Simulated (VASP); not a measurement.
Si3NiO8 (a cell with a defect): single point with r2SCAN

Si3NiO8 (a cell with a defect):

```
CELL_PARAMETERS angstrom
4.59900 0.00000 0.00000
0.00000 4.59900 0.00000
0.00000 0.00000 6.13000
ATOMIC_POSITIONS crystal
Si 0.33960 0.33960 0.00000
Si 0.16040 0.83960 0.25000
Si 0.66040 0.66040 0.50000
Ni 0.83960 0.16040 0.75000
O 0.22380 0.18000 0.21640
O 0.32000 0.72380 0.46640
O 0.77620 0.82000 0.71640
O 0.68000 0.27620 0.96640
O 0.72380 0.32000 0.53360
O 0.82000 0.77620 0.28360
O 0.27620 0.68000 0.03360
O 0.18000 0.22380 0.78360
```

| Property | Result |
| --- | --- |
| Program | VASP 6.6.1 |
| Task | single point |
| Functional | r2SCAN |
| Potentials or basis | VASP PAW PBE potentials, release 64 (Si, Ni, O) |
| Cutoff | 520 eV |
| k mesh | 3 × 3 × 2 |
| Occupations | fermi-dirac, width 0.05 eV |
| Spin | collinear spin, ferromagnetic start |
| Starting moments | [0.0, 0.0, 0.0, 3.29, 0.0, 0.0, 0.0, 0.0, 0.0, 0.0, 0.0, 0.0] μB |
| Fixed moment | 3.29 μB |
| Dipole correction | no |
| Further INCAR settings | ALGO = Normal; EDIFF = 1e-06; NBANDS = 51 |

| Item | Value |
| --- | --- |
| Pressure | 27.6 GPa |
| Largest force | 6.045 eV/Å |
| Net moment | 3.29 μB per cell |
| Site moments | Si +0.01, +0.00; Ni +1.93; O +0.01, +0.26, +0.27 μB |
| Valence electrons inside the program's atomic spheres | Si 1.72, 1.70; Ni 10.52; O 5.29, 5.21, 5.20 |

Forces in eV/Å, atoms in the order of the input:
```
Si  -0.227  0.351  0.077
Si  -0.138  0.138  0.000
Si  -0.351  0.227 -0.077
Ni   0.227 -0.227  0.000
O   -0.116 -0.046  0.216
O   -0.021 -0.110  0.128
O   -0.933 -5.956 -0.445
O   -2.381  2.171  5.095
O   -2.171  2.381 -5.095
O    0.046  0.116 -0.216
O    0.110  0.021 -0.128
O    5.956  0.933  0.445
```

Stress tensor (GPa, compression positive):
```
27.26  0.44  1.13
 0.44 27.26  1.13
 1.13  1.13 28.26
```

Run time: 3.5 min on 1 thread of Intel(R) Xeon(R) 6975P-C (Granite Rapids) (shared host), peak memory 0.35 GiB.

Caveat: the k points lie up to 0.51 Å⁻¹ apart; the PAW data sets were made with another functional, which shifts forces and pressure a little; the total moment is fixed, so each spin has its own Fermi level.
